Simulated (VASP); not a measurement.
A run of VASP 6.6.1 is set up as follows.

File INCAR:

```
ALGO = Normal ; EDIFF = 1E-7
ENCUT = 520 ; GGA = PS
ISIF = 2 ; ISMEAR = 0
LASPH = True ; LCHARG = True
LELF = True ; LREAL = False
LVHAR = True ; LWAVE = False
NBANDS = 20 ; NELM = 60
PREC = Accurate ; SIGMA = 0.05
```

KPOINTS

```
k-points
0
Gamma
  12 12 12
```

The input POSCAR:

```
SnO2
1.0
    1.6589000000      0.9577663616      4.6455666667
   -1.6589000000      0.9577663616      4.6455666667
    0.0000000000     -1.9155327231      4.6455666667
Sn O
1 2
Direct
    0.5000000000      0.5000000000      0.5000000000
    0.2414378084      0.2414378084      0.2414378084
    0.7585621916      0.7585621916      0.7585621916
```

Potentials or basis: VASP PAW PBE potentials, release 64 (Sn_d, O).

Command:

```sh
$ cat potpaw_PBE.64/Sn_d/POTCAR potpaw_PBE.64/O/POTCAR > POTCAR
$ mpirun -np 1 vasp_std > vasp.out
```

Question: Estimate the largest force.

Answer: 1.057 eV/Å.

Question: Predict the pressure.

Answer: -13.6 GPa.

Stress tensor (GPa, compression positive):
```
-15.74   0.00   0.00
  0.00 -15.74   0.00
  0.00   0.00  -9.25
```

Caveat: the cell stands under tension; the PAW data sets were made with another functional, which shifts forces and pressure a little.
